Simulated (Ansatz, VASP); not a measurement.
GaAs in VASP and in Ansatz

```
CELL_PARAMETERS angstrom
0.00000 2.82685 2.82685
2.82685 0.00000 2.82685
2.82685 2.82685 0.00000
ATOMIC_POSITIONS crystal
As 0.75000 0.75000 0.75000
Ga 0.00000 0.00000 0.00000
```

Alike in both runs: task relaxation of cell and atoms; functional PBE; k mesh 8 × 8 × 8; occupations fermi-dirac, width 0.05 eV; no spin polarisation.

|  | VASP | Ansatz |
| --- | --- | --- |
| version | VASP 6.6.1 | Ansatz 0.2.0 |
| potentials or method | VASP PAW PBE potentials, release 64 (As_GW, Ga_d_GW) | Ansatz PAW |
| plane-wave cutoff (eV) | 630 | 420 |
| valence electrons in the cell | 18 | 28 |

|  | VASP | Ansatz | Ansatz less VASP |
| --- | --- | --- | --- |
| gap on the k mesh at the Fermi level, each at its own relaxed structure (eV) | 0.17 | 0.16 | -0.009 |
| relaxed volume (Å³/atom) | 23.65 | 23.71 | +0.053 |
| relaxed cell length with the largest relative difference (Å) | 4.060 | 4.063 | +0.0030 |

VASP's potentials hold 18 valence electrons a cell and Ansatz's 28, so a difference there can come from the potentials and not from the codes.

Noted on Ansatz's run: the plane-wave basis is chosen anew once the cell has moved, so the energies of steps on either side of that aren't comparable.
